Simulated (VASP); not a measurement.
Crystal: Ge2Sb2Se.

```xyz
10
Lattice="8.1148 0.0000 0.0000 0.0000 8.1148 0.0000 0.0000 0.0000 3.8122" Properties=species:S:1:pos:R:3 pbc="T T T"
Ge    3.0422    7.0997    0.0000
Ge    1.0152    3.0422    0.0000
Ge    5.0726    1.0152    0.0000
Ge    7.0997    5.0726    0.0000
Sb    1.4014    5.4588    1.9061
Sb    2.6560    1.4014    1.9061
Sb    6.7134    2.6560    1.9061
Sb    5.4588    6.7134    1.9061
Se    0.0000    0.0000    0.0000
Se    4.0574    4.0574    0.0000
```

The cell was built from a structure type or drawn by symmetry, and may not be a known phase.

```yaml
Program: VASP 6.6.1
Task: relaxation of cell and atoms
Functional: PBE
Potentials_or_basis: VASP PAW PBE potentials, release 64 (Ge_d, Sb, Se)
Cutoff: 600 eV
k_mesh: 2 × 2 × 3
Occupations: gaussian, width 0.15 eV
Spin: no spin polarisation
```

At the start: pressure -3.1 GPa; volume 25.10 Å³/atom.

How do energy, volume and symmetry change on relaxing?

Over 28 steps the energy falls by 241.8 meV/atom and the volume is 23.81 Å³/atom (-5.2 %); space group P4/mbm (No. 127, to 0.1 Å) before and after.

Step by step:
| step | energy change (eV) | largest force (eV/Å) | pressure (GPa) | volume (Å³) |
| --- | --- | --- | --- | --- |
| 1 | 0.0000 | 0.4713 | -3.12 | 251.03 |
| 2 | -0.3905 | 0.3653 | 0.56 | 233.58 |
| 3 | -0.4226 | 0.4903 | 2.06 | 228.11 |
| 4 | -0.7116 | 0.5078 | 2.63 | 226.61 |
| 5 | -1.7470 | 0.3458 | 6.48 | 218.74 |
| 6 | -1.4146 | 0.2437 | 3.85 | 223.80 |
| 7 | -1.8839 | 0.3628 | 4.87 | 220.84 |
| 8 | -1.8873 | 0.3686 | 5.19 | 220.35 |
| 9 | -2.0417 | 0.3431 | 1.81 | 232.54 |
| 10 | -2.0547 | 0.3416 | 2.40 | 229.79 |
| 11 | -2.1767 | 0.3409 | 0.23 | 236.41 |
| 12 | -2.1823 | 0.3386 | -0.31 | 238.43 |
| 13 | -2.1960 | 0.3010 | -0.26 | 238.05 |
| 14 | -2.2241 | 0.2047 | 0.09 | 236.92 |
| 15 | -2.2074 | 0.5150 | 1.09 | 234.67 |
| 16 | -2.2304 | 0.3006 | 0.51 | 236.19 |
| 17 | -2.2414 | 0.3059 | 0.35 | 236.62 |
| 18 | -2.2671 | 0.3237 | 0.16 | 237.92 |
| 19 | -2.2883 | 0.3513 | -0.13 | 240.52 |
| 20 | -2.3147 | 0.3132 | -0.32 | 240.98 |
| 21 | -2.3653 | 0.2101 | -0.82 | 242.35 |
| 22 | -2.3460 | 0.1296 | -1.72 | 245.08 |
| 23 | -2.3766 | 0.1419 | -1.23 | 243.38 |
| 24 | -2.3981 | 0.1148 | -0.91 | 241.55 |
| 25 | -2.4155 | 0.0830 | 0.37 | 236.73 |
| 26 | -2.4169 | 0.0821 | 0.14 | 237.77 |
| 27 | -2.4169 | 0.0822 | 0.05 | 237.88 |
| 28 | -2.4180 | 0.0582 | 0.03 | 238.07 |

Final structure:
```
Ge Sb Se
1.0
     8.75451    0.00000    0.00000
     0.00000    8.75451    0.00000
     0.00000    0.00000    3.10632
Ge Sb Se
4 4 2
Direct
  0.34661 0.84661 0.00000
  0.15339 0.34661 0.00000
  0.65339 0.15339 0.00000
  0.84661 0.65339 0.00000
  0.13890 0.63890 0.50000
  0.36110 0.13890 0.50000
  0.86110 0.36110 0.50000
  0.63890 0.86110 0.50000
  0.00000 0.00000 0.00000
  0.50000 0.50000 0.00000
```

Caveat: the k points lie up to 0.67 Å⁻¹ apart in the final cell, too coarse for converged energies and pressures of a metal; a cell axis changed by over 15 % at a fixed basis, so the end point is rough; the relaxation stopped at a loose force limit of 0.08 eV/Å, so its end isn't a converged minimum.
